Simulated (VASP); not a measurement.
# H12C5O3 in VASP: further runs

Runs on H12C5O3. Level: PBEsol. Tasks: single point.

Program: VASP 6.6.1. These are calculated values, not measurements. Logs are shortened: lines on timing, memory, paths and dates and some standing lists are left out, and cuts for length are marked.

### Step 1. The cell of the first run

The cell holds a disordered packing, 40 atoms: a = 7.729 Å, b = 6.854 Å, c = 6.211 Å, α = 97.45°, β = 89.02°, γ = 101.89°.

### Step 2. Single point, PBEsol

Contents of INCAR:

```
ALGO     = Normal         # electronic algorithm
EDIFF    = 1E-6           # SCF threshold, eV
ENCUT    = 1000           # plane-wave cutoff, eV
GGA      = PS             # functional
GGA_COMPAT= False        
ISIF     = 2              # what is computed and relaxed
ISMEAR   = -1             # smearing method
LASPH    = True           # aspherical terms in the spheres
LCHARG   = True           # write CHGCAR
LELF     = True           # ELF
LREAL    = Auto         
LVHAR    = True         
LWAVE    = False          # write WAVECAR
NBANDS   = 76             # bands
NELM     = 120            # most SCF steps
PREC     = Accurate       # precision mode
SIGMA    = 0.05           # smearing width, eV
```

Contents of KPOINTS:

```
k-points
0
Gamma
  1 1 1
```

Contents of POSCAR:

```
H12C5O3
1.0
    7.6921100000     -0.7519810000      0.0361920000
   -0.7519810000      6.7995140000     -0.4225130000
    0.0361920000     -0.4225130000      6.1967470000
C H O
10 24 6
Direct
    0.7975010937      1.0644970262      0.8928879414
    0.8864430080      0.9354884833      0.7336549161
    0.3151463259      0.9616350338      0.7485375032
    0.4470446570      0.8375986470      0.6449378806
    0.9041083821      0.3648521032      0.4990252573
    0.2836273753      0.3344771408      0.0449680935
    0.5509190788      0.2992257940      0.4388250682
    0.1807992876      0.8767578932      0.2508087098
    0.6598938162      0.7291932101      0.2062228349
    0.9839203521      0.5750111833      0.8972674945
    0.7111949723      1.1184631661      0.7867233662
    0.7491342930      0.9901653799      1.0378582629
    0.8985093338      1.2015413706      0.9505871386
    1.0005050014      0.8888619086      0.8043971191
    0.7795873936      0.8199899970      0.6395035341
    0.9449334761      1.0331048512      0.6256349013
    0.1922691072      0.9418420437      0.6463361993
    0.2663816953      0.9184948620      0.9105156517
    0.3629378768      1.1264422868      0.7737932600
    0.5089761220      0.7870327336      0.7718099024
    0.3828127213      0.7208805311      0.5208582241
    0.5462973121      0.9429276914      0.5742896419
    0.8146574693      0.2251307149      0.5459536384
    1.0517471548      0.3827716278      0.5189595696
    0.3711874246      0.2486731054      0.1072875179
    0.3161827232      0.3711739048     -0.1270049407
    0.4574715170      0.3810294465      0.3869825709
    0.6014196647      0.3491856419      0.6021980392
    0.0967429644      0.9505208786      0.1579386905
    0.3290280848      0.9344911559      0.2569455357
    0.7212153665      0.6296959135      0.0704970661
    0.7499452488      0.8249637727      0.3342101751
    1.1226369756      0.6076993165      0.8325384890
    0.9434149673      0.6246194327      1.0706852734
    0.8469783319      0.4799213219      0.3879647108
    0.1633861208      0.3720986073      0.1610043509
    0.5646621034      0.1528518599      0.3121872891
    0.1196192833      0.7276452674      0.3329666878
    0.5006974549      0.7199512873      0.2063933764
    0.8602319371      0.4787989054      0.7943466544
```

Potentials or basis: VASP PAW PBE potentials, release 64 (C_h, H_h, O_h).

Launch:

```sh
> cat potpaw_PBE.64/C_h/POTCAR potpaw_PBE.64/H_h/POTCAR potpaw_PBE.64/O_h/POTCAR > POTCAR
> mpirun -np 1 vasp_gam > vasp.out
```

OUTCAR:

```text
EDIFF = 1E-6
   ENCUT = 1000
   GGA = PS
   ISIF = 2
   ISMEAR = -1
   LASPH = True
   LREAL = Auto
   NELM = 120
   PREC = Accurate

 ion  position               nearest neighbor table
   1  0.798  0.064  0.893-  11 1.09  12 1.11  13 1.11   2 1.49
   2  0.886  0.935  0.734-  16 1.04  14 1.11  15 1.13   1 1.49
   3  0.315  0.962  0.749-  19 1.11  18 1.12  17 1.13
   4  0.447  0.838  0.645-  20 1.06  22 1.07  21 1.08
   5  0.904  0.365  0.499-  23 1.13  24 1.13  35 1.26
   6  0.284  0.334  0.045-  25 1.09  26 1.14  36 1.22
   7  0.551  0.299  0.439-  27 1.08  28 1.08  37 1.21
   8  0.181  0.877  0.251-  29 1.11  30 1.13  38 1.21
   9  0.660  0.729  0.206-  32 1.11  31 1.17  39 1.22
  10  0.984  0.575  0.897-  33 1.13  34 1.15  40 1.19
  11  0.711  0.118  0.787-   1 1.09
  12  0.749  0.990  0.038-   1 1.11
  13  0.899  0.202  0.951-   1 1.11
  14  0.001  0.889  0.804-   2 1.11
  15  0.780  0.820  0.640-   2 1.13
  16  0.945  0.033  0.626-   2 1.04
[... 22 lines left out ...]
  39  0.501  0.720  0.206-   9 1.22
  40  0.860  0.479  0.794-  10 1.19

  LATTYP: Found a triclinic cell.
 ALAT       =     9.8281988998
 B/A-ratio  =     0.6973815832
 C/A-ratio  =     1.4771762262
 COS(alpha) =     0.0012450701
 COS(beta)  =     0.5358809818
 COS(gamma) =     0.7793010933

  Lattice vectors:

 A1 = (  -0.7881730000,   7.2220270000,  -6.6192600000)
 A2 = (  -0.7519810000,   6.7995140000,  -0.4225130000)
 A3 = (   7.6197260000,   0.0930450000, -12.3573020000)

Analysis of symmetry for initial positions (statically):
=====================================================================
 Subroutine PRICEL returns:
 Original cell was already a primitive cell.

 Routine SETGRP: Setting up the symmetry group for a
 triclinic supercell.

 Subroutine GETGRP returns: Found  1 space group operations
 (whereof  1 operations were pure point group operations)
 out of a pool of  2 trial point group operations.

The static configuration has the point symmetry C_1 .

Analysis of symmetry for dynamics (positions and initial velocities):
=====================================================================
 Subroutine PRICEL returns:
 Original cell was already a primitive cell.

 Routine SETGRP: Setting up the symmetry group for a
 triclinic supercell.

 Subroutine GETGRP returns: Found  1 space group operations
 (whereof  1 operations were pure point group operations)
 out of a pool of  2 trial point group operations.

The dynamic configuration has the point symmetry C_1 .

 Subroutine INISYM returns: Found  1 space group operations
 (whereof  1 operations are pure point group operations),
 and found     1 'primitive' translations

----------------------------------------------------------------------------------------

                                     Primitive cell

  volume of cell :     319.2428

  direct lattice vectors                    reciprocal lattice vectors
     7.692110000 -0.751981000  0.036192000     0.131424560  0.014548625  0.000224386
    -0.751981000  6.799514000 -0.422513000     0.014548625  0.149305615  0.010095139
     0.036192000 -0.422513000  6.196747000     0.000224386  0.010095139  0.162061999

  length of vectors
     7.728864182  6.854004909  6.211239850     0.132227560  0.150352056  0.162376272

  position of ions in fractional coordinates (direct lattice)
     0.797501094  0.064497026  0.892887941
     0.886443008  0.935488483  0.733654916
     0.315146326  0.961635034  0.748537503
     0.447044657  0.837598647  0.644937881
     0.904108382  0.364852103  0.499025257
     0.283627375  0.334477141  0.044968094
[... 32 lines left out ...]
     0.500697455  0.719951287  0.206393376
     0.860231937  0.478798905  0.794346654

  ion indices of the primitive-cell ions
   primitive index   ion index
                 1           1
                 2           2
                 3           3
                 4           4
                 5           5
                 6           6
[... 32 lines left out ...]
                39          39
                40          40

----------------------------------------------------------------------------------------

 KPOINTS: k-points

Automatic generation of k-mesh.
 Grid dimensions read from file:
 generate k-points for:    1    1    1

 Generating k-lattice:

  Cartesian coordinates                     Fractional coordinates (reciprocal lattice)
     0.131424560  0.014548625  0.000224386     1.000000000  0.000000000  0.000000000
     0.014548625  0.149305615  0.010095139     0.000000000  1.000000000  0.000000000
     0.000224386  0.010095139  0.162061999     0.000000000 -0.000000000  1.000000000

  Length of vectors
     0.132227560  0.150352056  0.162376272

  Shift w.r.t. Gamma in fractional coordinates (k-lattice)
     0.000000000  0.000000000  0.000000000

 Subroutine IBZKPT returns following result:
 ===========================================

 Found      1 irreducible k-points:

 Following reciprocal coordinates:
            Coordinates               Weight
  0.000000  0.000000  0.000000      1.000000
   k-points           NKPTS =      1   k-points in BZ     NKDIM =      1   number of bands    NBANDS=     76
   number of dos      NEDOS =    301   number of ions     NIONS =     40
   total plane-waves  NPLWV = 368640
   dimension x,y,z NGX =    80 NGY =   72 NGZ =   64
   dimension x,y,z NGXF=   160 NGYF=  144 NGZF=  128
   ions per type =              10  24   6
   NGX,Y,Z   is equivalent  to a cutoff of  17.21, 17.46, 17.13 a.u.
   NGXF,Y,Z  is equivalent  to a cutoff of  34.42, 34.93, 34.26 a.u.
 SYSTEM =  unknown system
   PREC   = accura    normal or accurate (medium, high low for compatibility)
   ISTART =      0    job   : 0-new  1-cont  2-samecut
   ICHARG =      2    charge: 1-file 2-atom 10-const
   ISPIN  =      1    spin polarized calculation?
   LNONCOLLINEAR =      F non collinear calculations
   LSORBIT =      F    spin-orbit coupling
   LASPH  =      T    aspherical Exc in radial PAW
   ENCUT  = 1000.0 eV  73.50 Ry    8.57 a.u.  19.93 17.67 16.02*2*pi/ulx,y,z
   NELM   =    120;   NELMIN=  2; NELMDL= -5     # of ELM steps
   EDIFF  = 0.1E-05   stopping-criterion for ELM
   LREAL  =      T    real-space projection
   EDIFFG = 0.1E-04   stopping-criterion for IOM
   NSW    =      0    number of steps for IOM
   IBRION =     -1    ionic relax: 0-MD 1-quasi-New 2-CG
   NFREE  =      0    steps in history (QN), initial steepest desc. (CG)
   ISIF   =      2    stress and relaxation
   ISYM   =      2    0-nonsym 1-usesym 2-fastsym
   POTIM  = 0.5000    time-step for ionic-motion
   TEBEG  =    0.0;   TEEND  =   0.0 temperature during run
   PSTRESS=    0.0 pullay stress
   NELECT =     100.0000    total number of electrons
   NUPDOWN=      -1.0000    fix difference up-down
   EMIN   =  10.00;   EMAX   =-10.00  energy-range for DOS
   EFERMI =   0.00;   METHOD = LEGACY
   ISMEAR =    -1;   SIGMA  =   0.05  broadening in eV -4-tet -1-fermi 0-gaus
   EFERMI_NEDOS =   21; number of points for ismear=-14 and -15
   IALGO  =     38    algorithm
   IMIX   =      4    mixing-type and parameters
     AMIX     =   0.40;   BMIX     =  1.00
     AMIX_MAG =   1.60;   BMIX_MAG =  1.00
  volume/ion in A,a.u.               =       7.98        53.86
  Fermi-wavevector in a.u.,A,eV,Ry     =   1.111820  2.101035 16.818753  1.236143
  Thomas-Fermi vector in A             =   2.248387
   LORBIT       =      0    0 simple, 1 ext, 2 COOP (PROOUT), +10 PAW based schemes
   GGA     = PS    functional components
   LHFCALC =     F    Hartree Fock is set to
   AEXX    =    0.0000 exact exchange contribution
   IVDW    =     0    specifies the selected vdW correction
   LEPSILON=     F    determine dielectric tensor
   LRPA    =     F    only Hartree local field effects (RPA)
 non-spin polarized calculation
  energy-cutoff  :     1000.00
  volume of cell :      319.24
 maximum number of plane-waves:     11465
 NGX is ok and might be reduce to    80
   NGX = 39   NGY = 35   NGZ = 33

 number of electron     100.0000001 magnetization

 Free energy of the ion-electron system (eV)
  ---------------------------------------------------
  ext. energy  EPLUGINS =         0.00000000
  ---------------------------------------------------
  free energy    TOTEN  =      -213.38916582 eV

  energy without entropy =     -213.38916582  energy(sigma->0) =     -213.38916582

 E-fermi :   1.0220     XC(G=0):  -8.4786

 val. band max:       -0.1865949472   @ k =   0.0000   0.0000   0.0000
 cond. band min:       2.2397514300   @ k =   0.0000   0.0000   0.0000
 fundamental gap:      2.4263463772
 Fermi energy:         1.0220395204

 k-point     1 :       0.0000    0.0000    0.0000
  band No.  band energies     occupation
      1     -22.7375      2.00000
      2     -21.6026      2.00000
      3     -21.3300      2.00000
      4     -21.2016      2.00000
      5     -21.0729      2.00000
      6     -19.9470      2.00000
[... 54 lines left out ...]
     61       6.9266      0.00000
     62       7.1436      0.00000
 [bands above 62 left out]

------------------------ aborting loop because EDIFF is reached ----------------------------------------

  FORCE on cell =-STRESS in cart. coord.  units (eV):
  Direction    XX          YY          ZZ          XY          YZ          ZX
  --------------------------------------------------------------------------------------
  -------------------------------------------------------------------------------------
  Total        8.3112287     10.1812191      7.7975812      1.4125603      2.7355501      1.2778992
  in kB       41.7113876     51.0962688     39.1335557      7.0891867     13.7288476      6.4133659
  external PRESSURE =      43.9804040 kB  Pullay stress =       0.0000000 kB

 VOLUME and BASIS-vectors are now :
 -----------------------------------------------------------------------------
  energy-cutoff  :     1000.00
  volume of cell :      319.24
      direct lattice vectors                 reciprocal lattice vectors
     7.692110000 -0.751981000  0.036192000     0.131424560  0.014548625  0.000224386
    -0.751981000  6.799514000 -0.422513000     0.014548625  0.149305615  0.010095139
     0.036192000 -0.422513000  6.196747000     0.000224386  0.010095139  0.162061999

 POSITION                                       TOTAL-FORCE (eV/Angst)
 -----------------------------------------------------------------------------------
      6.11828     -0.53841      5.53461         1.528780      0.452526      0.542619
      6.14170      5.38430      4.18310        -1.039576     -1.159600      0.875310
      1.72810      5.98540      4.24360        -0.916818     -0.255999     -0.168251
      2.83220      5.08660      3.65880        -1.538971      1.293097      0.592012
      6.69820      1.59010      2.97090        -0.724715      1.564611     -1.172364
      1.93180      2.04200      0.14760        -0.130238      0.209925      0.419226
[... 32 lines left out ...]
      3.31750      4.43160      0.99290         0.792896     -0.305884     -0.338467
      6.28570      2.27310      4.75120        -1.664906     -1.118122     -1.707563
 -----------------------------------------------------------------------------------
    total drift:                                0.004886     -0.000696     -0.001357

  FREE ENERGIE OF THE ION-ELECTRON SYSTEM (eV)
  ---------------------------------------------------
  free  energy   TOTEN  =      -213.3891658169 eV

  energy  without entropy=     -213.3891658167  energy(sigma->0) =     -213.38916582
```

Wall time 65 s (1 thread of Intel Xeon 6975P-C (Granite Rapids), shared host); peak memory 0.75 GiB.

Results:

- Free energy: -213.3892 eV
- Pressure: 4.4 GPa
- Largest force: 2.974 eV/Å
- Band gap on the k mesh: 2.43 eV

Forces in eV/Å, atoms in the order of the input:
```
C    1.529  0.453  0.543
C   -1.040 -1.160  0.875
C   -0.917 -0.256 -0.168
C   -1.539  1.293  0.592
C   -0.725  1.565 -1.172
C   -0.130  0.210  0.419
C   -0.631  0.275 -1.179
C    0.929 -0.489  0.397
C   -0.326 -1.008 -1.115
C    0.920  1.138  2.589
H   -1.006  0.086  0.830
H   -0.614  0.576 -0.523
H   -0.379 -0.383  0.358
H   -0.700 -0.503 -0.163
H    1.073 -0.257  0.539
H    1.039  1.080 -1.940
H    0.874 -0.063  0.390
H    0.351  0.162 -0.482
H    0.455 -0.345 -0.078
H    0.701 -0.891  0.932
H   -0.074 -0.368 -0.078
H    0.691  0.224 -0.866
H    0.525  0.101 -0.573
H   -0.555 -0.121 -0.034
H    0.903 -0.466  0.026
H   -0.559  0.356  0.531
H   -0.778  1.375 -0.043
H    0.621 -0.353  0.939
H   -0.332  0.364 -0.090
H   -0.379  0.308 -0.091
H   -0.641  0.860  0.956
H    0.014 -0.032 -0.061
H   -0.340 -0.103  0.262
H    1.267 -0.014 -0.488
O    0.124 -1.622  0.983
O   -0.094  0.170 -1.128
O    0.570 -1.081  0.261
O    0.044  0.344 -0.104
O    0.793 -0.306 -0.338
O   -1.665 -1.118 -1.708
```

Caveat: the k points lie up to 1.02 Å⁻¹ apart, too coarse for converged energies, forces and pressures; the atoms stand as in a frame of molecular dynamics; the PAW data sets were made with another functional, which shifts forces and pressure a little.

(Continued in part 2 of 2.)
